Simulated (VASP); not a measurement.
# KGaRe3 (Pm-3m) in VASP: further runs

Runs on KGaRe3. Level: PBE. Tasks: single point, relaxation of cell and atoms.

Program: VASP 6.6.1. These are calculated values, not measurements. Logs are shortened: lines on timing, memory, paths and dates and some standing lists are left out, and cuts for length are marked.

### Step 1. The cell of the first run

Symmetry: Pm-3m, No. 221, cubic system. Conventional cell: a = 4.704 Å, b = 4.704 Å, c = 4.704 Å, α = 90.00°, β = 90.00°, γ = 90.00°. K (site symmetry m-3m) has 12 Re at 3.33 Å and 8 Ga at 4.07 Å within 4.4 Å. Within 3.1 Å of Ga (site symmetry m-3m) lie 6 Re at 2.35 Å. Within 3.1 Å of Re (site symmetry 4/mmm) lie 2 Ga at 2.35 Å.

### Step 2. Single point, PBE

The input, INCAR:

```
ALGO = Normal ; EDIFF = 1E-6
ENCUT = 520 ; GGA = PE
ISIF = 2 ; ISMEAR = 0
LASPH = T ; LCHARG = T
LELF = T ; LREAL = F
LVHAR = T ; LWAVE = F
NBANDS = 30 ; NELM = 100
PREC = Accurate ; SIGMA = 0.1
```

The input, KPOINTS:

```
k-points
0
Gamma
  8 8 8
```

The input, POSCAR:

```
KGaRe3
1.0
    4.7036364523      0.0000000000      0.0000000000
    0.0000000000      4.7036364523      0.0000000000
    0.0000000000      0.0000000000      4.7036364523
K Ga Re
1 1 3
Direct
    0.0000000000      0.0000000000      0.0000000000
    0.5000000000      0.5000000000      0.5000000000
    0.0000000000      0.5000000000      0.5000000000
    0.5000000000      0.0000000000      0.5000000000
    0.5000000000      0.5000000000      0.0000000000
```

Potentials or basis: VASP PAW PBE potentials, release 64 (K_sv, Ga_d, Re).

On the command line:

```
> cat potpaw_PBE.64/K_sv/POTCAR potpaw_PBE.64/Ga_d/POTCAR potpaw_PBE.64/Re/POTCAR > POTCAR
> mpirun -np 1 vasp_std > vasp.out
```

OUTCAR:

```text
EDIFF = 1E-6
   ENCUT = 520
   GGA = PE
   ISIF = 2
   ISMEAR = 0
   LASPH = T
   LREAL = F
   NELM = 100
   PREC = Accurate

 ion  position               nearest neighbor table
   1  0.000  0.000  0.000-   3 3.33   4 3.33   5 3.33   3 3.33   4 3.33   3 3.33   5 3.33   3 3.33
                             4 3.33   5 3.33   4 3.33   5 3.33
   2  0.500  0.500  0.500-   3 2.35   4 2.35   5 2.35   5 2.35   4 2.35   3 2.35
   3  0.000  0.500  0.500-   2 2.35   2 2.35   4 3.33   5 3.33   1 3.33   5 3.33   1 3.33   4 3.33
                             1 3.33   1 3.33   4 3.33   5 3.33   5 3.33   4 3.33
   4  0.500  0.000  0.500-   2 2.35   2 2.35   3 3.33   5 3.33   1 3.33   5 3.33   1 3.33   3 3.33
                             5 3.33   5 3.33   1 3.33   3 3.33   1 3.33   3 3.33
   5  0.500  0.500  0.000-   2 2.35   2 2.35   3 3.33   4 3.33   1 3.33   3 3.33   4 3.33   1 3.33
                             4 3.33   4 3.33   1 3.33   3 3.33   3 3.33   1 3.33

  LATTYP: Found a simple cubic cell.
 ALAT       =     4.7036364523

  Lattice vectors:

 A1 = (   4.7036364523,   0.0000000000,   0.0000000000)
 A2 = (   0.0000000000,   4.7036364523,   0.0000000000)
 A3 = (   0.0000000000,   0.0000000000,   4.7036364523)

Analysis of symmetry for initial positions (statically):
=====================================================================
 Subroutine PRICEL returns:
 Original cell was already a primitive cell.

 Routine SETGRP: Setting up the symmetry group for a
 simple cubic supercell.

 Subroutine GETGRP returns: Found 48 space group operations
 (whereof 48 operations were pure point group operations)
 out of a pool of 48 trial point group operations.

The static configuration has the point symmetry O_h .

Analysis of symmetry for dynamics (positions and initial velocities):
=====================================================================
 Subroutine PRICEL returns:
 Original cell was already a primitive cell.

 Routine SETGRP: Setting up the symmetry group for a
 simple cubic supercell.

 Subroutine GETGRP returns: Found 48 space group operations
 (whereof 48 operations were pure point group operations)
 out of a pool of 48 trial point group operations.

The dynamic configuration has the point symmetry O_h .

 Subroutine INISYM returns: Found 48 space group operations
 (whereof 48 operations are pure point group operations),
 and found     1 'primitive' translations

----------------------------------------------------------------------------------------

                                     Primitive cell

  volume of cell :     104.0642

  direct lattice vectors                    reciprocal lattice vectors
     4.703636452  0.000000000  0.000000000     0.212601465  0.000000000  0.000000000
     0.000000000  4.703636452  0.000000000     0.000000000  0.212601465  0.000000000
     0.000000000  0.000000000  4.703636452     0.000000000  0.000000000  0.212601465

  length of vectors
     4.703636452  4.703636452  4.703636452     0.212601465  0.212601465  0.212601465

  position of ions in fractional coordinates (direct lattice)
     0.000000000  0.000000000  0.000000000
     0.500000000  0.500000000  0.500000000
     0.000000000  0.500000000  0.500000000
     0.500000000  0.000000000  0.500000000
     0.500000000  0.500000000  0.000000000

  ion indices of the primitive-cell ions
   primitive index   ion index
                 1           1
                 2           2
                 3           3
                 4           4
                 5           5

----------------------------------------------------------------------------------------

 KPOINTS: k-points

Automatic generation of k-mesh.
 Grid dimensions read from file:
 generate k-points for:    8    8    8

 Generating k-lattice:

  Cartesian coordinates                     Fractional coordinates (reciprocal lattice)
     0.026575183  0.000000000  0.000000000     0.125000000  0.000000000  0.000000000
     0.000000000  0.026575183  0.000000000     0.000000000  0.125000000  0.000000000
     0.000000000  0.000000000  0.026575183     0.000000000  0.000000000  0.125000000

  Length of vectors
     0.026575183  0.026575183  0.026575183

  Shift w.r.t. Gamma in fractional coordinates (k-lattice)
     0.000000000  0.000000000  0.000000000

 Subroutine IBZKPT returns following result:
 ===========================================

 Found     35 irreducible k-points:

 Following reciprocal coordinates:
            Coordinates               Weight
  0.000000  0.000000  0.000000      1.000000
  0.125000  0.000000  0.000000      6.000000
  0.250000  0.000000  0.000000      6.000000
  0.375000  0.000000  0.000000      6.000000
  0.500000  0.000000  0.000000      3.000000
  0.125000  0.125000  0.000000     12.000000
[... 16 lines left out ...]
  0.375000  0.375000  0.125000     24.000000
  0.500000  0.375000  0.125000     24.000000
 [... further k-points ...]
   k-points           NKPTS =     35   k-points in BZ     NKDIM =     35   number of bands    NBANDS=     30
   number of dos      NEDOS =    301   number of ions     NIONS =      5
   total plane-waves  NPLWV =  46656
   dimension x,y,z NGX =    36 NGY =   36 NGZ =   36
   dimension x,y,z NGXF=    72 NGYF=   72 NGZF=   72
   ions per type =               1   1   3
   NGX,Y,Z   is equivalent  to a cutoff of  12.72, 12.72, 12.72 a.u.
   NGXF,Y,Z  is equivalent  to a cutoff of  25.45, 25.45, 25.45 a.u.
 SYSTEM =  unknown system
   PREC   = accura    normal or accurate (medium, high low for compatibility)
   ISTART =      0    job   : 0-new  1-cont  2-samecut
   ICHARG =      2    charge: 1-file 2-atom 10-const
   ISPIN  =      1    spin polarized calculation?
   LNONCOLLINEAR =      F non collinear calculations
   LSORBIT =      F    spin-orbit coupling
   LASPH  =      T    aspherical Exc in radial PAW
   ENCUT  =  520.0 eV  38.22 Ry    6.18 a.u.   8.75  8.75  8.75*2*pi/ulx,y,z
   NELM   =    100;   NELMIN=  2; NELMDL= -5     # of ELM steps
   EDIFF  = 0.1E-05   stopping-criterion for ELM
   LREAL  =      F    real-space projection
   EDIFFG = 0.1E-04   stopping-criterion for IOM
   NSW    =      0    number of steps for IOM
   IBRION =     -1    ionic relax: 0-MD 1-quasi-New 2-CG
   NFREE  =      0    steps in history (QN), initial steepest desc. (CG)
   ISIF   =      2    stress and relaxation
   ISYM   =      2    0-nonsym 1-usesym 2-fastsym
   POTIM  = 0.5000    time-step for ionic-motion
   TEBEG  =    0.0;   TEEND  =   0.0 temperature during run
   PSTRESS=    0.0 pullay stress
   NELECT =      43.0000    total number of electrons
   NUPDOWN=      -1.0000    fix difference up-down
   EMIN   =  10.00;   EMAX   =-10.00  energy-range for DOS
   EFERMI =   0.00;   METHOD = LEGACY
   ISMEAR =     0;   SIGMA  =   0.10  broadening in eV -4-tet -1-fermi 0-gaus
   EFERMI_NEDOS =   21; number of points for ismear=-14 and -15
   IALGO  =     38    algorithm
   IMIX   =      4    mixing-type and parameters
     AMIX     =   0.40;   BMIX     =  1.00
     AMIX_MAG =   1.60;   BMIX_MAG =  1.00
  volume/ion in A,a.u.               =      20.81       140.45
  Fermi-wavevector in a.u.,A,eV,Ry     =   1.219356  2.304249 20.229542  1.486829
  Thomas-Fermi vector in A             =   2.354611
   LORBIT       =      0    0 simple, 1 ext, 2 COOP (PROOUT), +10 PAW based schemes
   GGA     = PE    functional components
   LHFCALC =     F    Hartree Fock is set to
   AEXX    =    0.0000 exact exchange contribution
   IVDW    =     0    specifies the selected vdW correction
   LEPSILON=     F    determine dielectric tensor
   LRPA    =     F    only Hartree local field effects (RPA)
 non-spin polarized calculation
 Gauss-broadening in eV      SIGMA  =   0.10
  energy-cutoff  :      520.00
  volume of cell :      104.06
 maximum number of plane-waves:      2829
 NGX is ok and might be reduce to    36
   NGX = 17   NGY = 17   NGZ = 17

 number of electron      42.9999992 magnetization

 Free energy of the ion-electron system (eV)
  ---------------------------------------------------
  ext. energy  EPLUGINS =         0.00000000
  ---------------------------------------------------
  free energy    TOTEN  =       -29.70113583 eV

  energy without entropy =      -29.67237205  energy(sigma->0) =      -29.68675394

 E-fermi :   3.5707     XC(G=0): -11.0131

 val. band max:        3.5466393924   @ k =   0.5000   0.1250   0.1250
 cond. band min:       3.5754630381   @ k =   0.3750   0.3750   0.3750
 fundamental gap:      0.0288236457
 Fermi energy:         3.5706952725

 k-point     1 :       0.0000    0.0000    0.0000
  band No.  band energies     occupation
      1     -25.0284      2.00000
      2     -10.9498      2.00000
      3     -10.9498      2.00000
      4     -10.7014      2.00000
      5     -10.7014      2.00000
      6     -10.7014      2.00000
[... 22 lines left out ...]
     29       7.8234      0.00000
     30       7.8234      0.00000

 k-point     2 :       0.1250    0.0000    0.0000
  band No.  band energies     occupation
      1     -25.0279      2.00000
      2     -10.9497      2.00000
      3     -10.9290      2.00000
      4     -10.7013      2.00000
      5     -10.6972      2.00000
      6     -10.6972      2.00000
[... 22 lines left out ...]
     29       7.7886      0.00000
     30       8.4215      0.00000

 k-point     3 :       0.2500    0.0000    0.0000
  band No.  band energies     occupation
      1     -25.0267      2.00000
      2     -10.9494      2.00000
      3     -10.8792      2.00000
      4     -10.7009      2.00000
      5     -10.6869      2.00000
      6     -10.6869      2.00000
[... 22 lines left out ...]
     29       7.7044      0.00000
     30       9.5344      0.00000

 k-point     4 :       0.3750    0.0000    0.0000
  band No.  band energies     occupation
      1     -25.0255      2.00000
      2     -10.9490      2.00000
      3     -10.8303      2.00000
      4     -10.7006      2.00000
      5     -10.6765      2.00000
      6     -10.6765      2.00000
[... 616 lines left out ...]
     29       7.6238      0.00000
     30       9.0577      0.00000

 k-point    23 :       0.3750    0.3750    0.1250
  band No.  band energies     occupation
      1     -25.0234      2.00000
      2     -10.8692      2.00000
      3     -10.7532      2.00000
      4     -10.6711      2.00000
      5     -10.6709      2.00000
      6     -10.6514      2.00000
[... 22 lines left out ...]
     29       7.2009      0.00000
     30       8.9103      0.00000

 k-point    24 :       0.5000    0.3750    0.1250
  band No.  band energies     occupation
      1     -25.0231      2.00000
      2     -10.8652      2.00000
      3     -10.7345      2.00000
      4     -10.6708      2.00000
      5     -10.6666      2.00000
      6     -10.6471      2.00000
[... 22 lines left out ...]
     29       7.2793      0.00000
     30       8.9728      0.00000

 [... further k-points ...]
[... 5 lines left out ...]
  --------------------------------------------------------------------------------------
  -------------------------------------------------------------------------------------
  Total        0.1046368      0.1046368      0.1046368     -0.0000000     -0.0000000      0.0000000
  in kB        1.6109939      1.6109939      1.6109939     -0.0000000     -0.0000000      0.0000000
  external PRESSURE =       1.6109939 kB  Pullay stress =       0.0000000 kB

 VOLUME and BASIS-vectors are now :
 -----------------------------------------------------------------------------
  energy-cutoff  :      520.00
  volume of cell :      104.06
      direct lattice vectors                 reciprocal lattice vectors
     4.703636452  0.000000000  0.000000000     0.212601465  0.000000000  0.000000000
     0.000000000  4.703636452  0.000000000     0.000000000  0.212601465  0.000000000
     0.000000000  0.000000000  4.703636452     0.000000000  0.000000000  0.212601465

 POSITION                                       TOTAL-FORCE (eV/Angst)
 -----------------------------------------------------------------------------------
      0.00000      0.00000      0.00000         0.000000      0.000000      0.000000
      2.35182      2.35182      2.35182         0.000000      0.000000      0.000000
      0.00000      2.35182      2.35182         0.000000      0.000000      0.000000
      2.35182      0.00000      2.35182         0.000000      0.000000      0.000000
      2.35182      2.35182      0.00000         0.000000      0.000000      0.000000
 -----------------------------------------------------------------------------------
    total drift:                                0.000000      0.000000      0.000000

  FREE ENERGIE OF THE ION-ELECTRON SYSTEM (eV)
  ---------------------------------------------------
  free  energy   TOTEN  =       -29.7011358300 eV

  energy  without entropy=      -29.6723720497  energy(sigma->0) =      -29.68675394
```

Wall time 75 s (1 thread of AMD EPYC 9R45 (Zen 5), shared host); peak memory 0.24 GiB.

What came out:

```yaml
Free_energy: -29.7011 eV
Pressure: 0.2 GPa
```

Caveat: spin-orbit coupling is left out, which moves the levels of the heavy elements.

### Step 3. Relaxation of cell and atoms, PBE

This run uses another cell than the first one, of 20.85 Å³/atom, 1.002 times its volume.

The input, INCAR:

```
PREC = Accurate
ENCUT = 600
EDIFF = 1E-6
ISMEAR = 0
SIGMA = 0.1
LREAL = False
LASPH = True
NELM = 100
ALGO = Normal
ISIF = 3
LWAVE = False
LCHARG = False
GGA = PE
IBRION = 2
NSW = 100
EDIFFG = -0.01
```

The input, KPOINTS:

```
regular mesh
0
Gamma
  8 8 8
```

Changes to POSCAR since step 2:

```diff
@@ -2,5 +2,5 @@
 1.0
-    4.7036364523      0.0000000000      0.0000000000
-    0.0000000000      4.7036364523      0.0000000000
-    0.0000000000      0.0000000000      4.7036364523
+    4.7068001547      0.0000000000      0.0000000000
+    0.0000000000      4.7068001547      0.0000000000
+    0.0000000000      0.0000000000      4.7068001547
 K Ga Re
```

Potentials or basis: VASP PAW PBE potentials, release 64 (K_sv, Ga_d, Re).

On the command line:

```
> cat potpaw_PBE.64/K_sv/POTCAR potpaw_PBE.64/Ga_d/POTCAR potpaw_PBE.64/Re/POTCAR > POTCAR
> mpirun -np 1 vasp_std > vasp.out
```

Run time: 2.2 min. Hardware: 1 thread of AMD EPYC 9R45 (Zen 5), shared host; peak memory 0.29 GiB.

Results (log left out):

```yaml
Free_energy: -29.7031 eV
Pressure_after_relaxing: 0.0 GPa
```

Final structure:
```xyz
5
Lattice="4.7068 0.0000 0.0000 0.0000 4.7068 0.0000 0.0000 0.0000 4.7068" Properties=species:S:1:pos:R:3 pbc="T T T"
K     0.0000    0.0000    0.0000
Ga    2.3534    2.3534    2.3534
Re    0.0000    2.3534    2.3534
Re    2.3534    0.0000    2.3534
Re    2.3534    2.3534    0.0000
```

Levels at points of the mesh, in eV from the Fermi level:
```
           k point  band 19  band 20  band 21  band 22  band 23  band 24
(0.00, 0.00, 0.00)    -0.05     0.09     0.09     0.09     0.51     0.51
(0.50, 0.00, 0.00)    -1.20    -0.50    -0.45     0.14     0.24     0.24
(0.50, 0.50, 0.00)    -0.90    -0.86    -0.86    -0.64    -0.09     0.15
(0.50, 0.50, 0.50)    -1.04    -1.04     0.41     0.41     1.47     1.56
```

Caveat: the relaxation stopped at its first step, so nothing moved; spin-orbit coupling is left out, which moves the levels of the heavy elements.
